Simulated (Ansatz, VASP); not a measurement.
# BaTiO3: VASP beside Ansatz

INCAR

```
SYSTEM = BaTiO3
  PREC = Accurate
  ENCUT = 520
  EDIFF = 1E-7
  ISMEAR = -1
  SIGMA = 0.05
  LREAL = .FALSE.
  LASPH = .TRUE.
  NELM = 100
  ALGO = Normal
  ISIF = 2
  LWAVE = .FALSE.
  LCHARG = .FALSE.
  NBANDS = 28
```

KPOINTS

```
regular mesh
0
G
  8 8 8
  0 0 0
```

Contents of POSCAR:

```
BaTiO3
1.0
    4.0073000000      0.0000000000      0.0000000000
    0.0000000000      4.0073000000      0.0000000000
    0.0000000000      0.0000000000      4.0473730000
Ba Ti O
1 1 3
Direct
    0.5000000000      0.5000000000      0.5000000000
    0.0000000000      0.0000000000      0.0000000000
    0.5000000000      0.0000000000      0.0000000000
    0.0000000000      0.5000000000      0.0000000000
    0.0000000000      0.0000000000      0.5000000000
```

Input for Ansatz:

```yaml
crystal:
  lattice:
    - [4.0073, 0.0, 0.0]
    - [0.0, 4.0073, 0.0]
    - [0.0, 0.0, 4.047373]
  atoms:
    - { symbol: Ba, position: [0.5, 0.5, 0.5] }
    - { symbol: Ti, position: [0.0, 0.0, 0.0] }
    - { symbol: O, position: [0.5, 0.0, 0.0] }
    - { symbol: O, position: [0.0, 0.5, 0.0] }
    - { symbol: O, position: [0.0, 0.0, 0.5] }
kpoints:
  mp_grid: { grid: [8, 8, 8] }
  band_path:
    path:
      - [0.0, 0.0, 0.0]
      - [0.0, 0.5, 0.0]
      - [0.5, 0.5, 0.0]
      - [0.0, 0.0, 0.0]
      - [0.0, 0.0, 0.5]
      - [0.0, 0.5, 0.5]
      - [0.5, 0.5, 0.5]
      - [0.0, 0.0, 0.5]
      - [0.0, 0.5, 0.0]
    npoints: 5
scf:
  occupations: { method: fermi_dirac, width: 0.05 }
hamiltonian:
  xc: lda
  pseudopotentials: { kind: all_electron, lapw: { basis_error: 0.001 } }
output:
  forces: true
  stress: true
  eigenvalues: true
```

Change from the starting cell: zz strain of +1 %.

Alike in both runs: task single point; functional LDA; k mesh 8 × 8 × 8; occupations fermi-dirac, width 0.05 eV; no spin polarisation.

|  | VASP | Ansatz |
| --- | --- | --- |
| version | VASP 6.6.1 | Ansatz 0.2.0 |
| potentials or method | VASP PAW LDA potentials, release 64 (Ba_sv, Ti_sv, O), cutoff 520 eV | all-electron LAPW, scalar-relativistic |

|  | VASP | Ansatz | Ansatz less VASP |
| --- | --- | --- | --- |
| pressure (GPa) | -9.0 | -10.9 | -1.90 |
| traceless stress, the component that is largest in VASP (GPa) | -1.15 | -1.10 | +0.044 |

LDA's correlation is that of Perdew and Zunger in VASP and of Perdew and Wang (1992) in Ansatz. Ansatz ran all-electron here, and VASP with PAW potentials.

Spin-orbit coupling is off throughout.
